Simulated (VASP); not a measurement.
# Zn (P6_3/mmc) in VASP: notebook

The runs below take Zn through single point, relaxation of cell and atoms, with r2SCAN.

Program: VASP 6.6.1. These are calculated values, not measurements. Logs are shortened: lines on timing, memory, paths and dates and some standing lists are left out, and cuts for length are marked.

## Step 1: The cell of the first run

Symmetry: P6_3/mmc, No. 194, hexagonal system. Conventional cell: a = 2.639 Å, b = 2.639 Å, c = 4.709 Å, α = 90.00°, β = 90.00°, γ = 120.00°. Within 3.5 Å of Zn (site symmetry -6m2) lie 12 Zn at 2.64 to 2.80 Å.

## Step 2: Single point, r2SCAN

Contents of POSCAR:

```
Zn
1.0
    2.6393366195      0.0000000000      0.0000000000
   -1.3196683097      2.2857325616      0.0000000000
    0.0000000000      0.0000000000      4.7093539945
Zn
2
Direct
    0.3333333333      0.6666666667      0.2500000000
    0.6666666667      0.3333333333      0.7500000000
```

Contents of INCAR.step1:

```
SYSTEM = Zn
ALGO = Normal
EDIFF = 1E-4
ENCUT = 520
GGA = PE
ISMEAR = 0
LASPH = .True.
LCHARG = .False.
LREAL = .False.
LWAVE = .True.
NBANDS = 19
NELM = 100
PREC = Accurate
SIGMA = 0.1
```

Contents of INCAR.step2:

```
SYSTEM = Zn
ALGO = Normal
EDIFF = 1E-6
ENCUT = 520
ISIF = 2
ISMEAR = 0
ISTART = 1
LASPH = .True.
LCHARG = .True.
LELF = .True.
LMIXTAU = .True.
LREAL = .False.
LVHAR = .True.
LWAVE = .False.
METAGGA = R2SCAN
NBANDS = 19
NELM = 100
PREC = Accurate
SIGMA = 0.1
```

Contents of KPOINTS:

```
k-points
0
Gamma
  9 9 4
  0 0 0
```

Potentials or basis: VASP PAW PBE potentials, release 64 (Zn).

Command:

```bash
$ cat potpaw_PBE.64/Zn/POTCAR > POTCAR
$ cp INCAR.step1 INCAR
$ mpirun -np 1 vasp_std > vasp.out
$ cp INCAR.step2 INCAR
$ mpirun -np 1 vasp_std > vasp.out
```

OUTCAR:

```text
SYSTEM = Zn
   EDIFF = 1E-6
   ENCUT = 520
   ISIF = 2
   ISMEAR = 0
   ISTART = 1
   LASPH = .True.
   LREAL = .False.
   METAGGA = R2SCAN
   NELM = 100
   PREC = Accurate

 ion  position               nearest neighbor table
   1  0.333  0.667  0.250-   2 2.80   2 2.80   2 2.80   2 2.80   2 2.80   2 2.80
   2  0.667  0.333  0.750-   1 2.80   1 2.80   1 2.80   1 2.80   1 2.80   1 2.80

  LATTYP: Found a hexagonal cell.
 ALAT       =     2.6393366195
 C/A-ratio  =     1.7842945685

  Lattice vectors:

 A1 = (   2.6393366195,   0.0000000000,   0.0000000000)
 A2 = (  -1.3196683097,   2.2857325616,   0.0000000000)
 A3 = (   0.0000000000,   0.0000000000,   4.7093539945)

Analysis of symmetry for initial positions (statically):
=====================================================================
 Subroutine PRICEL returns:
 Original cell was already a primitive cell.

 Routine SETGRP: Setting up the symmetry group for a
 hexagonal supercell.

 Subroutine GETGRP returns: Found 24 space group operations
 (whereof 12 operations were pure point group operations)
 out of a pool of 24 trial point group operations.

The static configuration has the point symmetry D_3d.
 The point group associated with its full space group is D_6h.

Analysis of symmetry for dynamics (positions and initial velocities):
=====================================================================
 Subroutine PRICEL returns:
 Original cell was already a primitive cell.

 Routine SETGRP: Setting up the symmetry group for a
 hexagonal supercell.

 Subroutine GETGRP returns: Found 24 space group operations
 (whereof 12 operations were pure point group operations)
 out of a pool of 24 trial point group operations.

The dynamic configuration has the point symmetry D_3d.
 The point group associated with its full space group is D_6h.

 Subroutine INISYM returns: Found 24 space group operations
 (whereof 12 operations are pure point group operations),
 and found     1 'primitive' translations

----------------------------------------------------------------------------------------

                                     Primitive cell

  volume of cell :      28.4107

  direct lattice vectors                    reciprocal lattice vectors
     2.639336619  0.000000000  0.000000000     0.378883085  0.218748251  0.000000000
    -1.319668310  2.285732562  0.000000000     0.000000000  0.437496502  0.000000000
     0.000000000  0.000000000  4.709353994     0.000000000  0.000000000  0.212343349

  length of vectors
     2.639336619  2.639336619  4.709353994     0.437496502  0.437496502  0.212343349

  position of ions in fractional coordinates (direct lattice)
     0.333333333  0.666666667  0.250000000
     0.666666667  0.333333333  0.750000000

  ion indices of the primitive-cell ions
   primitive index   ion index
                 1           1
                 2           2

----------------------------------------------------------------------------------------

 KPOINTS: k-points

Automatic generation of k-mesh.
 Grid dimensions read from file:
 generate k-points for:    9    9    4

 Generating k-lattice:

  Cartesian coordinates                     Fractional coordinates (reciprocal lattice)
     0.042098121  0.024305361  0.000000000     0.111111111  0.000000000  0.000000000
     0.000000000  0.048610722  0.000000000     0.000000000  0.111111111  0.000000000
     0.000000000  0.000000000  0.053085837     0.000000000  0.000000000  0.250000000

  Length of vectors
     0.048610722  0.048610722  0.053085837

  Shift w.r.t. Gamma in fractional coordinates (k-lattice)
     0.000000000  0.000000000  0.000000000

 Subroutine IBZKPT returns following result:
 ===========================================

 Found     36 irreducible k-points:

 Following reciprocal coordinates:
            Coordinates               Weight
  0.000000  0.000000  0.000000      1.000000
  0.111111  0.000000  0.000000      6.000000
  0.222222  0.000000  0.000000      6.000000
  0.333333  0.000000  0.000000      6.000000
  0.444444  0.000000  0.000000      6.000000
  0.111111  0.111111  0.000000      6.000000
[... 16 lines left out ...]
  0.333333  0.222222  0.250000     24.000000
  0.333333  0.333333  0.250000      4.000000
 [... further k-points ...]
   k-points           NKPTS =     36   k-points in BZ     NKDIM =     36   number of bands    NBANDS=     19
   number of dos      NEDOS =    301   number of ions     NIONS =      2
   total plane-waves  NPLWV =  14400
   dimension x,y,z NGX =    20 NGY =   20 NGZ =   36
   dimension x,y,z NGXF=    40 NGYF=   40 NGZF=   72
   ions per type =               2
   NGX,Y,Z   is equivalent  to a cutoff of  12.60, 12.60, 12.71 a.u.
   NGXF,Y,Z  is equivalent  to a cutoff of  25.20, 25.20, 25.42 a.u.
 SYSTEM =  Zn
   PREC   = accura    normal or accurate (medium, high low for compatibility)
   ISTART =      1    job   : 0-new  1-cont  2-samecut
   ICHARG =      0    charge: 1-file 2-atom 10-const
   ISPIN  =      1    spin polarized calculation?
   LNONCOLLINEAR =      F non collinear calculations
   LSORBIT =      F    spin-orbit coupling
   LASPH  =      T    aspherical Exc in radial PAW
   ENCUT  =  520.0 eV  38.22 Ry    6.18 a.u.   4.91  4.91  8.76*2*pi/ulx,y,z
   NELM   =    100;   NELMIN=  2; NELMDL=  0     # of ELM steps
   EDIFF  = 0.1E-05   stopping-criterion for ELM
   LREAL  =      F    real-space projection
   EDIFFG = 0.1E-04   stopping-criterion for IOM
   NSW    =      0    number of steps for IOM
   IBRION =     -1    ionic relax: 0-MD 1-quasi-New 2-CG
   NFREE  =      0    steps in history (QN), initial steepest desc. (CG)
   ISIF   =      2    stress and relaxation
   ISYM   =      2    0-nonsym 1-usesym 2-fastsym
   POTIM  = 0.5000    time-step for ionic-motion
   TEBEG  =    0.0;   TEEND  =   0.0 temperature during run
   PSTRESS=    0.0 pullay stress
   NELECT =      24.0000    total number of electrons
   NUPDOWN=      -1.0000    fix difference up-down
   EMIN   =  10.00;   EMAX   =-10.00  energy-range for DOS
   EFERMI =   0.00;   METHOD = LEGACY
   ISMEAR =     0;   SIGMA  =   0.10  broadening in eV -4-tet -1-fermi 0-gaus
   EFERMI_NEDOS =   21; number of points for ismear=-14 and -15
   IALGO  =     38    algorithm
   IMIX   =      4    mixing-type and parameters
     AMIX     =   0.40;   BMIX     =  1.00
     AMIX_MAG =   1.60;   BMIX_MAG =  1.00
  volume/ion in A,a.u.               =      14.21        95.86
  Fermi-wavevector in a.u.,A,eV,Ry     =   1.547574  2.924491 32.585749  2.394985
  Thomas-Fermi vector in A             =   2.652648
   LORBIT       =      0    0 simple, 1 ext, 2 COOP (PROOUT), +10 PAW based schemes
   METAGGA = R2SCAN    functional components
   LHFCALC =     F    Hartree Fock is set to
   AEXX    =    0.0000 exact exchange contribution
   IVDW    =     0    specifies the selected vdW correction
   LEPSILON=     F    determine dielectric tensor
   LRPA    =     F    only Hartree local field effects (RPA)
 non-spin polarized calculation
 Gauss-broadening in eV      SIGMA  =   0.10
  energy-cutoff  :      520.00
  volume of cell :       28.41
 maximum number of plane-waves:       786
 NGX is ok and might be reduce to    20
   NGX =  9   NGY =  9   NGZ = 17

 number of electron      24.0000002 magnetization

 Free energy of the ion-electron system (eV)
  ---------------------------------------------------
  ext. energy  EPLUGINS =         0.00000000
  ---------------------------------------------------
  free energy    TOTEN  =       -17.76942295 eV

  energy without entropy =      -17.76509607  energy(sigma->0) =      -17.76725951

 E-fermi :   3.6015     XC(G=0): -13.0682

 val. band max:        3.5981893964   @ k =   0.3333   0.2222   0.0000
 cond. band min:       3.6090568001   @ k =   0.3333   0.3333   0.2500
 fundamental gap:      0.0108674037
 Fermi energy:         3.6014840001

 k-point     1 :       0.0000    0.0000    0.0000
  band No.  band energies     occupation
      1      -7.9583      2.00000
      2      -5.7297      2.00000
      3      -4.8896      2.00000
      4      -4.6804      2.00000
      5      -4.6803      2.00000
      6      -4.6095      2.00000
[... 11 lines left out ...]
     18      23.6600      0.00000
     19      23.6600      0.00000

 k-point     2 :       0.1111    0.0000    0.0000
  band No.  band energies     occupation
      1      -7.5715      2.00000
      2      -5.5757      2.00000
      3      -4.8729      2.00000
      4      -4.7006      2.00000
      5      -4.6404      2.00000
      6      -4.5892      2.00000
[... 11 lines left out ...]
     18      23.1444      0.00000
     19      24.4437      0.00000

 k-point     3 :       0.2222    0.0000    0.0000
  band No.  band energies     occupation
      1      -6.5004      2.00000
      2      -5.3208      2.00000
      3      -4.8494      2.00000
      4      -4.7636      2.00000
      5      -4.7538      2.00000
      6      -4.4827      2.00000
[... 11 lines left out ...]
     18      20.0086      0.00000
     19      22.0216      0.00000

 k-point     4 :       0.3333    0.0000    0.0000
  band No.  band energies     occupation
      1      -5.5548      2.00000
      2      -5.3631      2.00000
      3      -5.0936      2.00000
      4      -4.6730      2.00000
      5      -4.5661      2.00000
      6      -4.5187      2.00000
[... 11 lines left out ...]
     18      18.9911      0.00000
     19      21.7164      0.00000

 k-point     5 :       0.4444    0.0000    0.0000
  band No.  band energies     occupation
      1      -5.5104      2.00000
      2      -5.4169      2.00000
      3      -5.2621      2.00000
      4      -4.6584      2.00000
      5      -4.5734      2.00000
      6      -4.5453      2.00000
[... 11 lines left out ...]
     18      18.5072      0.00000
     19      20.7079      0.00000
[... 334 lines left out ...]
      2      -5.3810      2.00000
      3      -5.0858      2.00000
      4      -4.9695      2.00000
      5      -4.6166      2.00000
      6      -4.3286      2.00000
[... 11 lines left out ...]
     18      15.3334      0.00000
     19      21.5700      0.00000

 k-point    22 :       0.2222    0.2222    0.2500
  band No.  band energies     occupation
      1      -5.1762      2.00000
      2      -5.1169      2.00000
      3      -5.0282      2.00000
      4      -4.9016      2.00000
      5      -4.6960      2.00000
      6      -4.5714      2.00000
[... 11 lines left out ...]
     18      17.6232      0.00000
     19      19.3248      0.00000

 k-point    23 :       0.3333    0.2222    0.2500
  band No.  band energies     occupation
      1      -5.2359      2.00000
      2      -5.1045      2.00000
      3      -4.9777      2.00000
      4      -4.8814      2.00000
      5      -4.7687      2.00000
      6      -4.4634      2.00000
[... 11 lines left out ...]
     18      14.9427      0.00000
     19      18.1862      0.00000

 k-point    24 :       0.3333    0.3333    0.2500
  band No.  band energies     occupation
      1      -5.0657      2.00000
      2      -4.9990      2.00000
      3      -4.9989      2.00000
      4      -4.8230      2.00000
      5      -4.6919      2.00000
      6      -4.6919      2.00000
[... 11 lines left out ...]
     18      14.2889      0.00000
     19      15.3613      0.00000

 [... further k-points ...]
[... 5 lines left out ...]
  --------------------------------------------------------------------------------------
  -------------------------------------------------------------------------------------
  Total        0.1350651      0.1350651      0.0319459      0.0000000     -0.0000000      0.0000000
  in kB        7.6167925      7.6167925      1.8015393      0.0000000     -0.0000000      0.0000000
  external PRESSURE =       5.6783747 kB  Pullay stress =       0.0000000 kB

 VOLUME and BASIS-vectors are now :
 -----------------------------------------------------------------------------
  energy-cutoff  :      520.00
  volume of cell :       28.41
      direct lattice vectors                 reciprocal lattice vectors
     2.639336619  0.000000000  0.000000000     0.378883085  0.218748251  0.000000000
    -1.319668310  2.285732562  0.000000000     0.000000000  0.437496502  0.000000000
     0.000000000  0.000000000  4.709353994     0.000000000  0.000000000  0.212343349

 POSITION                                       TOTAL-FORCE (eV/Angst)
 -----------------------------------------------------------------------------------
     -0.00000      1.52382      1.17734         0.000000     -0.000000      0.000000
      1.31967      0.76191      3.53202        -0.000000      0.000000      0.000000
 -----------------------------------------------------------------------------------
    total drift:                               -0.000000      0.000000     -0.000000

  FREE ENERGIE OF THE ION-ELECTRON SYSTEM (eV)
  ---------------------------------------------------
  free  energy   TOTEN  =       -17.7694229513 eV

  energy  without entropy=      -17.7650960681  energy(sigma->0) =      -17.76725951
```

Wall time 2.5 min (1 thread of AMD EPYC 7R43 (Zen 3), shared host); peak memory 0.11 GiB.

What came out:

```yaml
Free_energy: -17.7694 eV
Pressure: 0.6 GPa
Band_gap_on_the_k_mesh: zero (band 12 reaches 4.28 eV, above the bottom of band 13 at 0.93 eV)
```

Stress tensor (GPa, compression positive):
```
0.76 0.00 0.00
0.00 0.76 0.00
0.00 0.00 0.18
```

Levels at points of the mesh, in eV from the Fermi level:
| k point | band 8 | band 9 | band 10 | band 11 | band 12 | band 13 | band 14 | band 15 | band 16 | band 17 |
| --- | --- | --- | --- | --- | --- | --- | --- | --- | --- | --- |
| (0.00, 0.00, 0.00) | -7.91 | -7.91 | -7.62 | -7.62 | -4.10 | -2.67 | 16.44 | 18.38 | 18.38 | 19.34 |
| (0.00, 0.00, 0.50) | -8.27 | -7.73 | -7.73 | -7.73 | -7.73 | 5.79 | 5.79 | 19.96 | 19.96 | 19.96 |

Caveat: the PAW data sets were made with another functional, which shifts forces and pressure a little.

[end of part 1 of 2]
